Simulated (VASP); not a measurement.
# BAs (F-43m) in VASP: notebook

The runs below take BAs through single point, with PBE.

Program: VASP 6.6.1. These are calculated values, not measurements. Logs are shortened: lines on timing, memory, paths and dates and some standing lists are left out, and cuts for length are marked.

### Step 1. The cell of the first run

The structure is cubic, space group F-43m (No. 216). The conventional cell has a = 4.745 Å, b = 4.745 Å, c = 4.745 Å, α = 90.00°, β = 90.00°, γ = 90.00°. B (site symmetry -43m) has 4 As at 2.05 Å within 2.7 Å. As (site symmetry -43m) has 4 B at 2.05 Å within 2.7 Å.

### Step 2. Single point, PBE

File INCAR:

```
ALGO = Normal
EDIFF = 1E-6
ENCUT = 520
GGA = PE
ISIF = 2
ISMEAR = 0
LASPH = True
LCHARG = False
LREAL = False
LWAVE = False
NBANDS = 11
NELM = 60
PREC = Accurate
SIGMA = 0.01
```

File KPOINTS:

```
k-points
0
Gamma
  8 8 8
```

File POSCAR:

```
BAs
1.0
    0.0000000000      2.3724693156      2.3724693156
    2.3724693156      0.0000000000      2.3724693156
    2.3724693156      2.3724693156      0.0000000000
B As
1 1
Direct
    0.0000000000      0.0000000000      0.0000000000
    0.2500000000      0.2500000000      0.2500000000
```

Potentials or basis: VASP PAW PBE potentials, release 64 (B, As).

Launch:

```console
$ cat potpaw_PBE.64/B/POTCAR potpaw_PBE.64/As/POTCAR > POTCAR
$ mpirun -np 1 vasp_std > vasp.out
```

OUTCAR:

```text
EDIFF = 1E-6
   ENCUT = 520
   GGA = PE
   ISIF = 2
   ISMEAR = 0
   LASPH = True
   LREAL = False
   NELM = 60
   PREC = Accurate

 ion  position               nearest neighbor table
   1  0.000  0.000  0.000-   2 2.05   2 2.05   2 2.05   2 2.05
   2  0.250  0.250  0.250-   1 2.05   1 2.05   1 2.05   1 2.05

  LATTYP: Found a face centered cubic cell.
 ALAT       =     4.7449386312

  Lattice vectors:

 A1 = (   0.0000000000,   2.3724693156,   2.3724693156)
 A2 = (   2.3724693156,   0.0000000000,   2.3724693156)
 A3 = (   2.3724693156,   2.3724693156,   0.0000000000)

Analysis of symmetry for initial positions (statically):
=====================================================================
 Subroutine PRICEL returns:
 Original cell was already a primitive cell.

 Routine SETGRP: Setting up the symmetry group for a
 face centered cubic supercell.

 Subroutine GETGRP returns: Found 24 space group operations
 (whereof 24 operations were pure point group operations)
 out of a pool of 48 trial point group operations.

The static configuration has the point symmetry T_d .

Analysis of symmetry for dynamics (positions and initial velocities):
=====================================================================
 Subroutine PRICEL returns:
 Original cell was already a primitive cell.

 Routine SETGRP: Setting up the symmetry group for a
 face centered cubic supercell.

 Subroutine GETGRP returns: Found 24 space group operations
 (whereof 24 operations were pure point group operations)
 out of a pool of 48 trial point group operations.

The dynamic configuration has the point symmetry T_d .

 Subroutine INISYM returns: Found 24 space group operations
 (whereof 24 operations are pure point group operations),
 and found     1 'primitive' translations

----------------------------------------------------------------------------------------

                                     Primitive cell

  volume of cell :      26.7074

  direct lattice vectors                    reciprocal lattice vectors
     0.000000000  2.372469316  2.372469316    -0.210750882  0.210750882  0.210750882
     2.372469316  0.000000000  2.372469316     0.210750882 -0.210750882  0.210750882
     2.372469316  2.372469316  0.000000000     0.210750882  0.210750882 -0.210750882

  length of vectors
     3.355178282  3.355178282  3.355178282     0.365031235  0.365031235  0.365031235

  position of ions in fractional coordinates (direct lattice)
     0.000000000  0.000000000  0.000000000
     0.250000000  0.250000000  0.250000000

  ion indices of the primitive-cell ions
   primitive index   ion index
                 1           1
                 2           2

----------------------------------------------------------------------------------------

 KPOINTS: k-points

Automatic generation of k-mesh.
 Grid dimensions read from file:
 generate k-points for:    8    8    8

 Generating k-lattice:

  Cartesian coordinates                     Fractional coordinates (reciprocal lattice)
    -0.026343860  0.026343860  0.026343860     0.125000000  0.000000000  0.000000000
     0.026343860 -0.026343860  0.026343860     0.000000000  0.125000000  0.000000000
     0.026343860  0.026343860 -0.026343860     0.000000000  0.000000000  0.125000000

  Length of vectors
     0.045628904  0.045628904  0.045628904

  Shift w.r.t. Gamma in fractional coordinates (k-lattice)
     0.000000000  0.000000000  0.000000000

 Subroutine IBZKPT returns following result:
 ===========================================

 Found     29 irreducible k-points:

 Following reciprocal coordinates:
            Coordinates               Weight
  0.000000  0.000000  0.000000      1.000000
  0.125000  0.000000  0.000000      8.000000
  0.250000  0.000000  0.000000      8.000000
  0.375000  0.000000  0.000000      8.000000
  0.500000  0.000000  0.000000      4.000000
  0.125000  0.125000  0.000000      6.000000
[... 16 lines left out ...]
  0.500000  0.250000  0.125000     48.000000
 -0.375000  0.250000  0.125000     24.000000
 [... further k-points ...]
   k-points           NKPTS =     29   k-points in BZ     NKDIM =     29   number of bands    NBANDS=     11
   number of dos      NEDOS =    301   number of ions     NIONS =      2
   total plane-waves  NPLWV =  21952
   dimension x,y,z NGX =    28 NGY =   28 NGZ =   28
   dimension x,y,z NGXF=    56 NGYF=   56 NGZF=   56
   ions per type =               1   1
   NGX,Y,Z   is equivalent  to a cutoff of  13.87, 13.87, 13.87 a.u.
   NGXF,Y,Z  is equivalent  to a cutoff of  27.75, 27.75, 27.75 a.u.
 SYSTEM =  unknown system
   PREC   = accura    normal or accurate (medium, high low for compatibility)
   ISTART =      0    job   : 0-new  1-cont  2-samecut
   ICHARG =      2    charge: 1-file 2-atom 10-const
   ISPIN  =      1    spin polarized calculation?
   LNONCOLLINEAR =      F non collinear calculations
   LSORBIT =      F    spin-orbit coupling
   LASPH  =      T    aspherical Exc in radial PAW
   ENCUT  =  520.0 eV  38.22 Ry    6.18 a.u.   6.24  6.24  6.24*2*pi/ulx,y,z
   NELM   =     60;   NELMIN=  2; NELMDL= -5     # of ELM steps
   EDIFF  = 0.1E-05   stopping-criterion for ELM
   LREAL  =      F    real-space projection
   EDIFFG = 0.1E-04   stopping-criterion for IOM
   NSW    =      0    number of steps for IOM
   IBRION =     -1    ionic relax: 0-MD 1-quasi-New 2-CG
   NFREE  =      0    steps in history (QN), initial steepest desc. (CG)
   ISIF   =      2    stress and relaxation
   ISYM   =      2    0-nonsym 1-usesym 2-fastsym
   POTIM  = 0.5000    time-step for ionic-motion
   TEBEG  =    0.0;   TEEND  =   0.0 temperature during run
   PSTRESS=    0.0 pullay stress
   NELECT =       8.0000    total number of electrons
   NUPDOWN=      -1.0000    fix difference up-down
   EMIN   =  10.00;   EMAX   =-10.00  energy-range for DOS
   EFERMI =   0.00;   METHOD = LEGACY
   ISMEAR =     0;   SIGMA  =   0.01  broadening in eV -4-tet -1-fermi 0-gaus
   EFERMI_NEDOS =   21; number of points for ismear=-14 and -15
   IALGO  =     38    algorithm
   IMIX   =      4    mixing-type and parameters
     AMIX     =   0.40;   BMIX     =  1.00
     AMIX_MAG =   1.60;   BMIX_MAG =  1.00
  volume/ion in A,a.u.               =      13.35        90.12
  Fermi-wavevector in a.u.,A,eV,Ry     =   1.095370  2.069949 16.324756  1.199836
  Thomas-Fermi vector in A             =   2.231692
   LORBIT       =      0    0 simple, 1 ext, 2 COOP (PROOUT), +10 PAW based schemes
   GGA     = PE    functional components
   LHFCALC =     F    Hartree Fock is set to
   AEXX    =    0.0000 exact exchange contribution
   IVDW    =     0    specifies the selected vdW correction
   LEPSILON=     F    determine dielectric tensor
   LRPA    =     F    only Hartree local field effects (RPA)
 non-spin polarized calculation
 Gauss-broadening in eV      SIGMA  =   0.01
  energy-cutoff  :      520.00
  volume of cell :       26.71
 maximum number of plane-waves:       730
 NGX is ok and might be reduce to    28
   NGX = 13   NGY = 13   NGZ = 13

 number of electron       8.0000000 magnetization

 Free energy of the ion-electron system (eV)
  ---------------------------------------------------
  ext. energy  EPLUGINS =         0.00000000
  ---------------------------------------------------
  free energy    TOTEN  =       -11.38729770 eV

  energy without entropy =      -11.38729770  energy(sigma->0) =      -11.38729770

 E-fermi :   6.4741     XC(G=0): -10.6716

 val. band max:        6.3521428393   @ k =   0.0000   0.0000   0.0000
 cond. band min:       7.5210923797   @ k =   0.3750   0.3750   0.0000
 fundamental gap:      1.1689495404
 Fermi energy:         6.4741441274

 k-point     1 :       0.0000    0.0000    0.0000
  band No.  band energies     occupation
      1      -9.2355      2.00000
      2       6.3521      2.00000
      3       6.3521      2.00000
      4       6.3521      2.00000
      5       9.6539      0.00000
      6       9.6539      0.00000
      7       9.6539      0.00000
      8      11.2976      0.00000
      9      16.0341      0.00000
     10      19.3842      0.00000
     11      19.3842      0.00000

 k-point     2 :       0.1250    0.0000    0.0000
  band No.  band energies     occupation
      1      -8.9747      2.00000
      2       4.3675      2.00000
      3       5.9037      2.00000
      4       5.9037      2.00000
      5       9.8254      0.00000
      6      10.2431      0.00000
      7      10.2431      0.00000
      8      12.5121      0.00000
      9      17.0039      0.00000
     10      18.0187      0.00000
     11      18.0187      0.00000

 k-point     3 :       0.2500    0.0000    0.0000
  band No.  band energies     occupation
      1      -8.2142      2.00000
      2       1.3478      2.00000
      3       5.1792      2.00000
      4       5.1792      2.00000
      5       9.5250      0.00000
      6      11.0486      0.00000
      7      11.0486      0.00000
      8      14.3936      0.00000
      9      17.6334      0.00000
     10      17.6334      0.00000
     11      17.7581      0.00000

 k-point     4 :       0.3750    0.0000    0.0000
  band No.  band energies     occupation
      1      -7.0800      2.00000
      2      -1.2824      2.00000
      3       4.6713      2.00000
      4       4.6713      2.00000
      5       9.2576      0.00000
      6      11.2128      0.00000
      7      11.2128      0.00000
      8      15.2423      0.00000
      9      18.3219      0.00000
     10      19.1324      0.00000
     11      19.1324      0.00000

 k-point     5 :       0.5000    0.0000    0.0000
  band No.  band energies     occupation
      1      -6.2892      2.00000
      2      -2.5870      2.00000
      3       4.4956      2.00000
      4       4.4956      2.00000
      5       9.1636      0.00000
      6      11.1553      0.00000
      7      11.1553      0.00000
      8      15.2552      0.00000
      9      19.2179      0.00000
     10      21.0729      0.00000
     11      21.0729      0.00000
[... 211 lines left out ...]
 k-point    21 :       0.5000    0.5000    0.0000
  band No.  band energies     occupation
      1      -4.9389      2.00000
      2      -2.2929      2.00000
      3       2.1861      2.00000
      4       2.1861      2.00000
      5       7.7522      0.00000
      6       7.7743      0.00000
      7      17.9136      0.00000
      8      17.9136      0.00000
      9      19.3990      0.00000
     10      23.9574      0.00000
     11      24.3381      0.00000

 k-point    22 :       0.3750    0.2500    0.1250
  band No.  band energies     occupation
      1      -7.5486      2.00000
      2       1.1094      2.00000
      3       2.5557      2.00000
      4       4.2918      2.00000
      5       9.6011      0.00000
      6      11.6960      0.00000
      7      12.3170      0.00000
      8      13.6445      0.00000
      9      17.1966      0.00000
     10      19.8173      0.00000
     11      20.7552      0.00000

 k-point    23 :       0.5000    0.2500    0.1250
  band No.  band energies     occupation
      1      -6.4525      2.00000
      2      -0.9049      2.00000
      3       1.8329      2.00000
      4       3.5567      2.00000
      5      10.2345      0.00000
      6      11.4849      0.00000
      7      12.9574      0.00000
      8      14.5307      0.00000
      9      17.8772      0.00000
     10      19.8417      0.00000
     11      22.0437      0.00000

 k-point    24 :      -0.3750    0.2500    0.1250
  band No.  band energies     occupation
      1      -5.7021      2.00000
      2      -2.0682      2.00000
      3       1.7150      2.00000
      4       3.2107      2.00000
      5      10.3534      0.00000
      6      11.1706      0.00000
      7      13.9217      0.00000
      8      15.5010      0.00000
      9      16.7972      0.00000
     10      20.6729      0.00000
     11      21.7453      0.00000

 [... further k-points ...]
[... 5 lines left out ...]
  --------------------------------------------------------------------------------------
  -------------------------------------------------------------------------------------
  Total        1.0830750      1.0830750      1.0830750      0.0000000      0.0000000     -0.0000000
  in kB       64.9736548     64.9736548     64.9736548      0.0000000      0.0000000     -0.0000000
  external PRESSURE =      64.9736548 kB  Pullay stress =       0.0000000 kB

 VOLUME and BASIS-vectors are now :
 -----------------------------------------------------------------------------
  energy-cutoff  :      520.00
  volume of cell :       26.71
      direct lattice vectors                 reciprocal lattice vectors
     0.000000000  2.372469316  2.372469316    -0.210750882  0.210750882  0.210750882
     2.372469316  0.000000000  2.372469316     0.210750882 -0.210750882  0.210750882
     2.372469316  2.372469316  0.000000000     0.210750882  0.210750882 -0.210750882

 POSITION                                       TOTAL-FORCE (eV/Angst)
 -----------------------------------------------------------------------------------
      0.00000      0.00000      0.00000        -0.000000     -0.000000     -0.000000
      1.18623      1.18623      1.18623         0.000000      0.000000      0.000000
 -----------------------------------------------------------------------------------
    total drift:                               -0.000000     -0.000000     -0.000000

  FREE ENERGIE OF THE ION-ELECTRON SYSTEM (eV)
  ---------------------------------------------------
  free  energy   TOTEN  =       -11.3872977009 eV

  energy  without entropy=      -11.3872977009  energy(sigma->0) =      -11.38729770
```

It took 5.9 s on 1 thread of Intel Xeon 6975P-C, shared host; peak memory 0.16 GiB.

Results:

```
Free energy            : -11.3873 eV
Pressure               : 6.5 GPa
Band gap on the k mesh : 1.17 eV, indirect (least direct gap 3.30 eV)
```

A k mesh can miss the band edges. PBE gaps usually lie below the measured ones, often by a third to a half.

### Step 3. Single point, PBE

This run uses another cell than the first one, of 13.90 Å³/atom, 1.041 times its volume.

File INCAR:

```
PREC = Accurate
ENCUT = 520
EDIFF = 1E-6
ISMEAR = 0
SIGMA = 0.01
LREAL = False
LASPH = True
NELM = 80
ALGO = Normal
ISIF = 2
LWAVE = False
LCHARG = False
GGA = PE
NBANDS = 11
```

File KPOINTS:

```
regular mesh
0
Gamma
  8 8 8
```

File POSCAR:

```
BAs
1.0
    0.0000000000      2.4043183418      2.4043183418
    2.4043183418      0.0000000000      2.4043183418
    2.4043183418      2.4043183418      0.0000000000
B As
1 1
Direct
    0.0000000000      0.0000000000      0.0000000000
    0.2500000000      0.2500000000      0.2500000000
```

Potentials or basis: VASP PAW PBE potentials, release 64 (B, As).

Launch:

```console
$ cat potpaw_PBE.64/B/POTCAR potpaw_PBE.64/As/POTCAR > POTCAR
$ mpirun -np 1 vasp_std > vasp.out
```

It took 7.8 s on 1 thread of Intel Xeon 6975P-C, shared host; peak memory 0.16 GiB.

Results (log left out):

| Quantity | Value |
| --- | --- |
| Free energy | -11.4112 eV |
| Pressure | 0.6 GPa |
| Band gap on the k mesh | 1.21 eV, indirect (least direct gap 3.25 eV) |

Levels at points of the mesh, in eV from the valence-band top:
```tsv
k point	band 2	band 3	band 4	band 5	band 6	band 7
(0.00, 0.00, 0.00)	0.00	0.00	0.00	3.25	3.25	3.25
(0.50, 0.00, 0.00)	-8.65	-1.79	-1.79	2.58	4.76	4.76
(0.50, 0.50, 0.00)	-8.42	-4.00	-4.00	1.45	1.46	11.18
```

A k mesh can miss the band edges. PBE gaps usually lie below the measured ones, often by a third to a half.

### Step 4. Single point, PBE

This run uses another cell than the first one, of 14.17 Å³/atom, 1.061 times its volume.

File INCAR:

```
PREC = Accurate ; ENCUT = 520
EDIFF = 1E-6 ; ISMEAR = 0
SIGMA = 0.01 ; LREAL = False
LASPH = True ; NELM = 80
ALGO = Normal ; ISIF = 2
LWAVE = False ; LCHARG = False
GGA = PE ; NBANDS = 11
```

KPOINTS is that of step 3.

File POSCAR:

```
BAs
1.0
    0.0000000000      2.4199312360      2.4199312360
    2.4199312360      0.0000000000      2.4199312360
    2.4199312360      2.4199312360      0.0000000000
B As
1 1
Direct
    0.0000000000      0.0000000000      0.0000000000
    0.2500000000      0.2500000000      0.2500000000
```

Launch:

```console
$ cat potpaw_PBE.64/B/POTCAR potpaw_PBE.64/As/POTCAR > POTCAR
$ mpirun -np 1 vasp_std > vasp.out
```

It took 5.6 s on 1 thread of Intel Xeon 6975P-C, shared host; peak memory 0.16 GiB.

Results (log left out):

- Free energy: -11.4092 eV
- Pressure: -1.9 GPa
- Band gap on the k mesh: 1.23 eV, indirect (least direct gap 3.23 eV)

Levels at points of the mesh, in eV from the valence-band top:
```csv
k point,band 1,band 2,band 3,band 4,band 5,band 6,band 7,band 8,band 9
"(0.00, 0.00, 0.00)",-15.05,0.00,0.00,0.00,3.23,3.23,3.23,4.19,9.40
"(0.50, 0.00, 0.00)",-12.32,-8.51,-1.76,-1.76,2.47,4.73,4.73,8.78,12.43
"(0.50, 0.50, 0.00)",-11.06,-8.31,-3.92,-3.92,1.47,1.48,10.99,10.99,12.52
```

A k mesh can miss the band edges.

### Step 5. Single point, PBE

This run uses another cell than the first one, of 14.44 Å³/atom, 1.082 times its volume.

File INCAR:

```
SYSTEM = BAs
PREC = Accurate
ENCUT = 520
EDIFF = 1E-6
ISMEAR = 0
SIGMA = 0.01
LREAL = .FALSE.
LASPH = .TRUE.
NELM = 60
ALGO = Normal
ISIF = 2
LWAVE = .FALSE.
LCHARG = .FALSE.
GGA = PE
NBANDS = 11
```

File KPOINTS:

```
Automatic mesh
0
G
  8 8 8
  0 0 0
```

File POSCAR:

```
BAs
1.0
    0.0000000000      2.4353452264      2.4353452264
    2.4353452264      0.0000000000      2.4353452264
    2.4353452264      2.4353452264      0.0000000000
B As
1 1
Direct
    0.0000000000      0.0000000000      0.0000000000
    0.2500000000      0.2500000000      0.2500000000
```

Launch:

```console
$ cat potpaw_PBE.64/B/POTCAR potpaw_PBE.64/As/POTCAR > POTCAR
$ mpirun -np 1 vasp_std > vasp.out
```

Run time: 5.5 s. Hardware: 1 thread of Intel Xeon 6975P-C, shared host; peak memory 0.16 GiB.

Results (log left out):

```yaml
Free_energy: -11.3990 eV
Pressure: -4.1 GPa
Band_gap_on_the_k_mesh: 1.24 eV, indirect (least direct gap 3.21 eV)
```

Levels at points of the mesh, in eV from the valence-band top:
| k point | band 1 | band 2 | band 3 | band 4 | band 5 | band 6 | band 7 | band 8 |
| --- | --- | --- | --- | --- | --- | --- | --- | --- |
| (0.00, 0.00, 0.00) | -14.88 | 0.00 | 0.00 | 0.00 | 3.21 | 3.21 | 3.21 | 3.96 |
| (0.50, 0.00, 0.00) | -12.22 | -8.37 | -1.72 | -1.72 | 2.36 | 4.71 | 4.71 | 8.74 |
| (0.50, 0.50, 0.00) | -10.99 | -8.21 | -3.84 | -3.84 | 1.49 | 1.50 | 10.82 | 10.82 |

A k mesh can miss the band edges.

### Step 6. The runs side by side

```tsv
cell	gap on the mesh (eV)	pressure (GPa)
a = 3.355 Å, angles 60.0°, 2 atoms	1.17	6.5
a = 3.400 Å, angles 60.0°, 2 atoms	1.21	0.6
a = 3.422 Å, angles 60.0°, 2 atoms	1.23	-1.9
a = 3.444 Å, angles 60.0°, 2 atoms	1.24	-4.1
```

Alike in all rows: task single point; level PBE; potentials or basis VASP PAW PBE potentials, release 64 (B, As); no spin polarisation; k mesh 8 × 8 × 8; cutoff (eV) 520; smearing gaussian 0.01 eV.

Total energies depend on the potentials used, so only differences within one code and one set of settings carry meaning.
